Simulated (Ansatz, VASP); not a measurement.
# Si: VASP beside Ansatz

Contents of INCAR:

```
  ALGO = Normal
  EDIFF = 1E-6
  ENCUT = 520
  GGA = PE
  ISIF = 2
  ISMEAR = 0
  LASPH = T
  LCHARG = F
  LREAL = F
  LWAVE = F
  NBANDS = 11
  NELM = 100
  PREC = Accurate
  SIGMA = 0.01
```

The input KPOINTS:

```
k-points
0
Gamma
  8 8 8
```

The input POSCAR:

```
Si
1.0
    0.0000000000      2.6405785000      2.6405785000
    2.6405785000      0.0000000000      2.6405785000
    2.6405785000      2.6405785000      0.0000000000
Si
2
Direct
    0.0000000000      0.0000000000      0.0000000000
    0.2500000000      0.2500000000      0.2500000000
```

Input for Ansatz:

```yaml
crystal:
  atoms:
  - position: [0.0, 0.0, 0.0]
    symbol: Si
  - position: [0.25, 0.25, 0.25]
    symbol: Si
  lattice:
  - [0.0, 2.6405785, 2.6405785]
  - [2.6405785, 0.0, 2.6405785]
  - [2.6405785, 2.6405785, 0.0]
hamiltonian:
  dispersion: none
  pseudopotentials:
    kind: all_electron
    lapw: {basis_error: 0.025 meV}
    relativity: scalar
  xc: pbe
kpoints:
  mp_grid:
    grid: [8, 8, 8]
    shift: [0, 0, 0]
magnetization: {spin_polarized: false}
output: {forces: true, stress: true}
scf:
  convergence: {dr2_threshold: 1e-10 eV}
  lower_state_search: 'off'
  max_iter: 200
  occupations: {method: fixed}
```

Alike in both runs: task single point; functional PBE; k mesh 8 × 8 × 8; no spin polarisation.

|  | VASP | Ansatz |
| --- | --- | --- |
| version | VASP 6.6.1 | Ansatz 0.2 development build |
| potentials or method | VASP PAW PBE potentials, release 64 (Si), cutoff 520 eV | all-electron full-potential LAPW, scalar-relativistic |
| occupations | gaussian, width 0.01 eV | fixed |

|  | VASP | Ansatz | Ansatz less VASP |
| --- | --- | --- | --- |
| gap on the k mesh at the Fermi level (eV) | 0.47 | 0.47 | +0.001 |
| pressure (GPa) | 11.6 | 11.7 | +0.01 |

Ansatz ran all-electron here, and VASP with PAW potentials.
